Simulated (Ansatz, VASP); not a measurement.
# B4MoRu: VASP beside Ansatz

```
B Mo Ru
1.0
     0.00000    2.96017    2.96017
     2.96017    0.00000    2.96017
     2.96017    2.96017    0.00000
B Mo Ru
4 1 1
Direct
  0.38262 0.38262 0.85213
  0.85213 0.38262 0.38262
  0.38262 0.38262 0.38262
  0.38262 0.85213 0.38262
  0.00000 0.00000 0.00000
  0.75000 0.75000 0.75000
```

Change from the starting cell: species swapped into the TbInPt4 type (F-43m, No. 216).

Alike in both runs: functional PBE; k mesh 12 × 12 × 12; occupations gaussian, width 0.1 eV; no spin polarisation.

Ansatz relaxed the structure, and its values are those at the end. VASP's run is a single point on that final structure, the one shown.

|  | VASP | Ansatz |
| --- | --- | --- |
| version | VASP 6.6.1 | Ansatz 0.2.0 |
| potentials or method | VASP PAW PBE potentials, release 64 (B, Mo_sv, Ru_pv), cutoff 520 eV | scalar-relativistic, plane waves, PAW |
| valence electrons in the cell | 40 | 42 |

VASP gave:

```
gap on the k mesh at the Fermi level (eV) : none
pressure (GPa)                            : 0.3
```

Estimate Ansatz's values.

gap on the k mesh at the Fermi level (eV): none; pressure (GPa): 0.0.

A gap of «none» marks a metal or a gap that the smearing closes. With one functional, cell and mesh, what is left measures potentials, basis and numerics. VASP's potentials hold 40 valence electrons a cell and Ansatz's 42, so a difference there can come from the potentials and not from the codes.
